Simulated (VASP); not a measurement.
# Al2Pt (Fm-3m) in VASP: electric field gradients with PBEsol

Aim: the electric field gradients of Al2Pt with PBEsol.

All numbers are computed with VASP 6.6.1; they aren't measurements. Logs are shortened: lines on timing, memory, paths and dates and some standing lists are left out, and cuts for length are marked.

**1. The cell of the first run**

It takes space group Fm-3m (No. 225, cubic). Conventional cell: a = 5.910 Å, b = 5.910 Å, c = 5.910 Å, α = 90.00°, β = 90.00°, γ = 90.00°. Within 3.4 Å of Al (site symmetry -43m) lie 4 Pt at 2.56 Å and 6 Al at 2.95 to 2.96 Å. Within 3.4 Å of Pt (site symmetry m-3m) lie 8 Al at 2.56 Å.

**2. Electric field gradients, PBEsol**

The input, INCAR:

```
SYSTEM = Al2Pt
ALGO = Normal ; EDIFF = 1E-8
ENCUT = 520 ; GGA = PS
ISIF = 2 ; ISMEAR = -1
LASPH = .TRUE. ; LCHARG = .FALSE.
LEFG = .TRUE. ; LREAL = Auto
LWAVE = .FALSE. ; NBANDS = 82
NELM = 80 ; PREC = Accurate
SIGMA = 0.05
```

The input, KPOINTS:

```
k-points
0
G
  5 5 5
  0 0 0
```

The input, POSCAR:

```
Al2Pt
1.0
    0.0000000000      5.9100000000      5.9100000000
    5.9100000000      0.0000000000      5.9100000000
    5.9100000000      5.9100000000      0.0000000000
Al Pt
16 8
Direct
    0.1250000000      0.1250000000      0.1250000000
    0.1250000000      0.1250000000      0.6250000000
    0.1250000000      0.6250000000      0.1250000000
    0.1250000000      0.6250000000      0.6250000000
    0.6250000000      0.1250000000      0.1250000000
    0.6250000000      0.1250000000      0.6250000000
    0.6250000000      0.6250000000      0.1250000000
    0.6250000000      0.6250000000      0.6250000000
    0.3750000000      0.3750000000      0.3750000000
    0.3750000000      0.3750000000      0.8750000000
    0.3750000000      0.8750000000      0.3750000000
    0.3750000000      0.8750000000      0.8750000000
    0.8750000000      0.3750000000      0.3750000000
    0.8750000000      0.3750000000      0.8750000000
    0.8750000000      0.8750000000      0.3750000000
    0.8750000000      0.8750000000      0.8750000000
    0.0000000000      0.0000000000      0.0000000000
    0.0000000000      0.0000000000      0.5000000000
    0.0000000000      0.5000000000      0.0000000000
    0.0000000000      0.5000000000      0.5000000000
    0.5000000000      0.0000000000      0.0000000000
    0.5000000000      0.0000000000      0.5000000000
    0.5000000000      0.5000000000      0.0000000000
    0.5000000000      0.5000000000      0.5000000000
```

Potentials or basis: VASP PAW PBE potentials, release 64 (Al, Pt).

Command:

```
$ cat potpaw_PBE.64/Al/POTCAR potpaw_PBE.64/Pt/POTCAR > POTCAR
$ mpirun -np 1 vasp_std > vasp.out
```

OUTCAR:

```text
SYSTEM = Al2Pt
   EDIFF = 1E-8
   ENCUT = 520
   GGA = PS
   ISIF = 2
   ISMEAR = -1
   LASPH = .TRUE.
   LREAL = Auto
   NELM = 80
   PREC = Accurate

 ion  position               nearest neighbor table
   1  0.125  0.125  0.125-  17 2.56  18 2.56  19 2.56  21 2.56  14 2.96  15 2.96  10 2.96  11 2.96
                            12 2.96  13 2.96
   2  0.125  0.125  0.625-  17 2.56  18 2.56  20 2.56  22 2.56  14 2.96  16 2.96   9 2.96  11 2.96
                            12 2.96  13 2.96
   3  0.125  0.625  0.125-  17 2.56  19 2.56  20 2.56  23 2.56  15 2.96  16 2.96   9 2.96  10 2.96
                            12 2.96  13 2.96
   4  0.125  0.625  0.625-  18 2.56  19 2.56  20 2.56  24 2.56  15 2.96  16 2.96   9 2.96  10 2.96
                            11 2.96  14 2.96
   5  0.625  0.125  0.125-  17 2.56  21 2.56  22 2.56  23 2.56  15 2.96  16 2.96   9 2.96  10 2.96
                            11 2.96  14 2.96
   6  0.625  0.125  0.625-  18 2.56  21 2.56  22 2.56  24 2.56  15 2.96  16 2.96   9 2.96  10 2.96
                            12 2.96  13 2.96
   7  0.625  0.625  0.125-  19 2.56  21 2.56  23 2.56  24 2.56  14 2.96  16 2.96   9 2.96  11 2.96
                            12 2.96  13 2.96
   8  0.625  0.625  0.625-  20 2.56  22 2.56  23 2.56  24 2.56  14 2.96  15 2.96  10 2.96  11 2.96
                            12 2.96  13 2.96
   9  0.375  0.375  0.375-  20 2.56  22 2.56  23 2.56  24 2.56   6 2.96   7 2.96   2 2.96   3 2.96
[... 36 lines left out ...]
 A1 = (   0.0000000000,   5.9100000000,   5.9100000000)
 A2 = (   5.9100000000,   0.0000000000,   5.9100000000)
 A3 = (   5.9100000000,   5.9100000000,   0.0000000000)

Analysis of symmetry for initial positions (statically):
=====================================================================
 Subroutine PRICEL returns following result:

  LATTYP: Found a face centered cubic cell.
 ALAT       =     5.9100000000

  Lattice vectors:

 A1 = (   0.0000000000,   2.9550000000,   2.9550000000)
 A2 = (   2.9550000000,   0.0000000000,   2.9550000000)
 A3 = (   2.9550000000,   2.9550000000,   0.0000000000)

   8 primitive cells build up your supercell.

 Routine SETGRP: Setting up the symmetry group for a
 face centered cubic supercell.

 Subroutine GETGRP returns: Found 48 space group operations
 (whereof 48 operations were pure point group operations)
 out of a pool of 48 trial point group operations.

The static configuration has the point symmetry O_h .

Analysis of symmetry for dynamics (positions and initial velocities):
=====================================================================
 Subroutine PRICEL returns following result:

  LATTYP: Found a face centered cubic cell.
 ALAT       =     5.9100000000

  Lattice vectors:

 A1 = (   0.0000000000,   2.9550000000,   2.9550000000)
 A2 = (   2.9550000000,   0.0000000000,   2.9550000000)
 A3 = (   2.9550000000,   2.9550000000,   0.0000000000)

   8 primitive cells build up your supercell.

 Routine SETGRP: Setting up the symmetry group for a
 face centered cubic supercell.

 Subroutine GETGRP returns: Found 48 space group operations
 (whereof 48 operations were pure point group operations)
 out of a pool of 48 trial point group operations.

The dynamic configuration has the point symmetry O_h .

 Subroutine INISYM returns: Found 48 space group operations
 (whereof 48 operations are pure point group operations),
 and found     8 'primitive' translations

----------------------------------------------------------------------------------------

                                     Primitive cell

  volume of cell :      51.6063

  direct lattice vectors                    reciprocal lattice vectors
     0.000000000  2.955000000  2.955000000    -0.169204738  0.169204738  0.169204738
     2.955000000  0.000000000  2.955000000     0.169204738 -0.169204738  0.169204738
     2.955000000  2.955000000  0.000000000     0.169204738  0.169204738 -0.169204738

  length of vectors
     4.179001077  4.179001077  4.179001077     0.293071203  0.293071203  0.293071203

[... 74 lines left out ...]
   ISYM   =      2    0-nonsym 1-usesym 2-fastsym
   POTIM  = 0.5000    time-step for ionic-motion
   TEBEG  =    0.0;   TEEND  =   0.0 temperature during run
   PSTRESS=    0.0 pullay stress
   NELECT =     128.0000    total number of electrons
   NUPDOWN=      -1.0000    fix difference up-down
   EMIN   =  10.00;   EMAX   =-10.00  energy-range for DOS
   EFERMI =   0.00;   METHOD = LEGACY
   ISMEAR =    -1;   SIGMA  =   0.05  broadening in eV -4-tet -1-fermi 0-gaus
   EFERMI_NEDOS =   21; number of points for ismear=-14 and -15
   IALGO  =     38    algorithm
   IMIX   =      4    mixing-type and parameters
     AMIX     =   0.40;   BMIX     =  1.00
     AMIX_MAG =   1.60;   BMIX_MAG =  1.00
  volume/ion in A,a.u.               =      17.20       116.09
  Fermi-wavevector in a.u.,A,eV,Ry     =   1.108019  2.093853 16.703966  1.227707
  Thomas-Fermi vector in A             =   2.244541
   LORBIT       =      0    0 simple, 1 ext, 2 COOP (PROOUT), +10 PAW based schemes
   GGA     = PS    functional components
   LHFCALC =     F    Hartree Fock is set to
   AEXX    =    0.0000 exact exchange contribution
   IVDW    =     0    specifies the selected vdW correction
   LEPSILON=     F    determine dielectric tensor
   LRPA    =     F    only Hartree local field effects (RPA)
 non-spin polarized calculation
  energy-cutoff  :      520.00
  volume of cell :      412.85
 maximum number of plane-waves:     11138
 NGX is ok and might be reduce to    64
   NGX = 31   NGY = 31   NGZ = 31

 number of electron     127.9999998 magnetization

 Free energy of the ion-electron system (eV)
  ---------------------------------------------------
  ext. energy  EPLUGINS =         0.00000000
  ---------------------------------------------------
  free energy    TOTEN  =      -142.20741613 eV

  energy without entropy =     -142.13794176  energy(sigma->0) =     -142.17267894

 E-fermi :   7.7729     XC(G=0): -10.8124

 val. band max:        7.7365456958   @ k =  -0.4000   0.2000   0.0000
 cond. band min:       7.8663049449   @ k =   0.4000   0.0000   0.0000
 fundamental gap:      0.1297592491
 Fermi energy:         7.7728715576

 k-point     1 :       0.0000    0.0000    0.0000
  band No.  band energies     occupation
      1      -2.4465      2.00000
      2      -0.1130      2.00000
      3      -0.1130      2.00000
      4      -0.1130      2.00000
      5      -0.1130      2.00000
      6       1.5005      2.00000
[... 779 lines left out ...]
     75      11.6135      0.00000
     76      11.7327      0.00000
 [bands above 76 left out]

------------------------ aborting loop because EDIFF is reached ----------------------------------------

  FORCE on cell =-STRESS in cart. coord.  units (eV):
  Direction    XX          YY          ZZ          XY          YZ          ZX
  --------------------------------------------------------------------------------------
  -------------------------------------------------------------------------------------
  Total       -2.4991033     -2.4991033     -2.4991033      0.0000000     -0.0000000      0.0000000
  in kB       -9.6984505     -9.6984505     -9.6984505      0.0000000     -0.0000000      0.0000000
  external PRESSURE =      -9.6984505 kB  Pullay stress =       0.0000000 kB

 VOLUME and BASIS-vectors are now :
 -----------------------------------------------------------------------------
  energy-cutoff  :      520.00
  volume of cell :      412.85
      direct lattice vectors                 reciprocal lattice vectors
     0.000000000  5.910000000  5.910000000    -0.084602369  0.084602369  0.084602369
     5.910000000  0.000000000  5.910000000     0.084602369 -0.084602369  0.084602369
     5.910000000  5.910000000  0.000000000     0.084602369  0.084602369 -0.084602369

 POSITION                                       TOTAL-FORCE (eV/Angst)
 -----------------------------------------------------------------------------------
      1.47750      1.47750      1.47750        -0.000000     -0.000000      0.000000
      4.43250      4.43250      1.47750        -0.000000     -0.000000      0.000000
      4.43250      1.47750      4.43250        -0.000000     -0.000000      0.000000
      7.38750      4.43250      4.43250        -0.000000     -0.000000      0.000000
      1.47750      4.43250      4.43250        -0.000000     -0.000000      0.000000
      4.43250      7.38750      4.43250        -0.000000     -0.000000      0.000000
[... 16 lines left out ...]
      2.95500      2.95500      5.91000         0.000000      0.000000     -0.000000
      5.91000      5.91000      5.91000         0.000000      0.000000     -0.000000
 -----------------------------------------------------------------------------------
    total drift:                                0.000000      0.000000     -0.000000

  FREE ENERGIE OF THE ION-ELECTRON SYSTEM (eV)
  ---------------------------------------------------
  free  energy   TOTEN  =      -142.2074161300 eV

  energy  without entropy=     -142.1379417554  energy(sigma->0) =     -142.17267894

 Electric field gradients (V/A^2)
---------------------------------------------------------------------
 ion       V_xx      V_yy      V_zz      V_xy      V_xz      V_yz
---------------------------------------------------------------------
   1      -0.000    -0.000     0.000     0.000     0.000     0.000
   2      -0.000    -0.000     0.000     0.000     0.000     0.000
   3      -0.000    -0.000     0.000     0.000     0.000     0.000
   4      -0.000    -0.000     0.000     0.000     0.000     0.000
   5       0.000    -0.000     0.000     0.000     0.000     0.000
   6       0.000    -0.000     0.000     0.000     0.000     0.000
[... 16 lines left out ...]
  23       0.000    -0.000    -0.000     0.000     0.000     0.000
  24       0.000    -0.000    -0.000     0.000     0.000     0.000
---------------------------------------------------------------------

 Electric field gradients after diagonalization (V/A^2)
 (convention: |V_zz| > |V_xx| > |V_yy|)
----------------------------------------------------------------------
 ion       V_xx      V_yy      V_zz     asymmetry (V_yy - V_xx)/ V_zz
----------------------------------------------------------------------
   1      -0.000    -0.000     0.000       0.000
   2      -0.000    -0.000     0.000       0.000
   3      -0.000    -0.000     0.000       0.000
   4      -0.000    -0.000     0.000       0.000
   5      -0.000    -0.000     0.000       0.000
   6      -0.000    -0.000     0.000       0.000
[... 16 lines left out ...]
  23      -0.000    -0.000     0.001       0.000
  24      -0.000    -0.000     0.001       0.000
----------------------------------------------------------------------

           NMR quadrupolar parameters

 Cq : quadrupolar parameter    Cq=e*Q*V_zz/h
 eta: asymmetry parameters     (V_yy - V_xx)/ V_zz
 Q  : nuclear electric quadrupole moment in mb (millibarn)
----------------------------------------------------------------------
 ion       Cq(MHz)       eta       Q (mb)
----------------------------------------------------------------------
   1       0.000       0.000       1.000
   2       0.000       0.000       1.000
   3       0.000       0.000       1.000
   4       0.000       0.000       1.000
   5       0.000       0.000       1.000
   6       0.000       0.000       1.000
[... 16 lines left out ...]
  23       0.000       0.000       1.000
  24       0.000       0.000       1.000
----------------------------------------------------------------------
```

It took 19 min on 1 thread of Intel Xeon 8259CL, shared host; peak memory 0.67 GiB.

Results:

```yaml
Free_energy: -142.2074 eV
Pressure: -1.0 GPa
Band_gap_on_the_k_mesh: zero (bands 64 and 65 overlap by 1.15 eV)
Largest_electric_field_gradient_by_atom: zero within the noise of the run
```

Caveat: the PAW data sets were made with another functional, which shifts forces and pressure a little; spin-orbit coupling is left out, which moves the levels of the heavy elements.
